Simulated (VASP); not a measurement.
CuF: single point with PBE

CuF:

```xyz
4
Lattice="2.8645 0.0000 0.0000 -1.4322 2.4807 0.0000 0.0000 0.0000 6.8077" Properties=species:S:1:pos:R:3 pbc="T T T"
Cu    0.0000    1.6538    0.3137
Cu    1.4322    0.8269    3.7175
F     0.0000    1.6538    2.2392
F     1.4322    0.8269    5.6431
```

```json
{"Program": "VASP 6.6.1", "Task": "single point", "Functional": "PBE", "Potentials or basis": "VASP PAW PBE potentials, release 64 (Cu_sv_GW, F)", "Cutoff": "820 eV", "k mesh": "9 × 9 × 4", "Occupations": "fermi-dirac, width 0.02 eV", "Spin": "no spin polarisation", "Dipole correction": "no", "Further INCAR settings": "ALGO = Normal; EDIFF = 1e-06; NBANDS = 34"}
```

```
Pressure               : -0.7 GPa
Largest force          : 0.013 eV/Å
Band gap on the k mesh : 0.12 eV (least direct gap 0.41 eV)
```

Forces on the atoms (eV/Å):
```
Cu   0.000  0.000 -0.013
Cu   0.000  0.000 -0.013
F    0.000  0.000  0.013
F    0.000  0.000  0.013
```

Stress tensor (GPa, compression positive):
```
-0.78  0.00  0.00
 0.00 -0.78  0.00
 0.00  0.00 -0.55
```

Levels at points of the mesh, in eV from the valence-band top:
| k point | band 24 | band 25 | band 26 | band 27 | band 28 | band 29 |
| --- | --- | --- | --- | --- | --- | --- |
| (0.00, 0.00, 0.00) | -0.79 | -0.29 | -0.29 | 0.12 | 3.12 | 5.68 |
| (0.00, 0.00, 0.50) | -0.52 | -0.52 | -0.52 | 1.14 | 1.14 | 8.32 |

It took 2.6 min on 1 thread of AMD EPYC 7R13 Processor (Zen 3), on a shared host, peak memory 0.25 GiB.

Caveat: the structure was generated, so it needn't be the stable form of CuF; semilocal functionals underestimate gaps, and a narrow one can read as zero. A k mesh can miss the band edges.
